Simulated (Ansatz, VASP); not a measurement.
## ScPt in VASP and in Ansatz

INCAR

```
SYSTEM = ScPt
PREC = Accurate ; ENCUT = 520
EDIFF = 1E-8 ; ISMEAR = -1
SIGMA = 0.05 ; LREAL = .FALSE.
LASPH = .TRUE. ; NELM = 60
ALGO = Normal ; ISIF = 2
LWAVE = .FALSE. ; LCHARG = .FALSE.
GGA = CA ; LEFG = .TRUE.
NBANDS = 18
```

File KPOINTS:

```
regular mesh
0
G
  10 10 10
  0 0 0
```

The input POSCAR:

```
ScPt
1.0
    3.2590634635      0.0000000000      0.0000000000
    0.0000000000      3.2590634635      0.0000000000
    0.0000000000      0.0000000000      3.2590634635
Sc Pt
1 1
Direct
    0.5000000000      0.5000000000      0.5000000000
    0.0000000000      0.0000000000      0.0000000000
```

Input for Ansatz:

```yaml
crystal:
  lattice:
    - [3.2590634635, 0.0, 0.0]
    - [0.0, 3.2590634635, 0.0]
    - [0.0, 0.0, 3.2590634635]
  atoms:
    - { symbol: Sc, position: [0.5, 0.5, 0.5] }
    - { symbol: Pt, position: [0.0, 0.0, 0.0] }
kpoints:
  mp_grid: { grid: [10, 10, 10] }
scf:
  occupations: { method: fermi_dirac, width: 0.05 }
hamiltonian:
  xc: lda
  pseudopotentials: { kind: all_electron, datasets: crystal }
output:
  forces: true
  stress: true
  eigenvalues: true
  efg: { contact_densities: true }
```

Change from the starting cell: volume scaled by 0.99, crystal datasets.

Alike in both runs: task electric field gradients; functional LDA; k mesh 10 × 10 × 10; occupations fermi-dirac, width 0.05 eV; no spin polarisation.

```csv
,VASP,Ansatz
version,VASP 6.6.1,Ansatz 0.2.0
potentials or method,"VASP PAW LDA potentials, release 64 (Sc_sv, Pt), cutoff 520 eV","all-electron PAW with datasets made for the crystal, scalar-relativistic"
```

Ansatz gave:

| Property | Result |
| --- | --- |
| pressure (GPa) | -4.0 |

Problem. Estimate VASP's values.

Solution. Pressure (GPa): -3.4.

LDA's correlation is that of Perdew and Zunger in VASP and of Perdew and Wang (1992) in Ansatz. Ansatz ran all-electron here, and VASP with PAW potentials.

Neither program's run includes spin-orbit coupling.
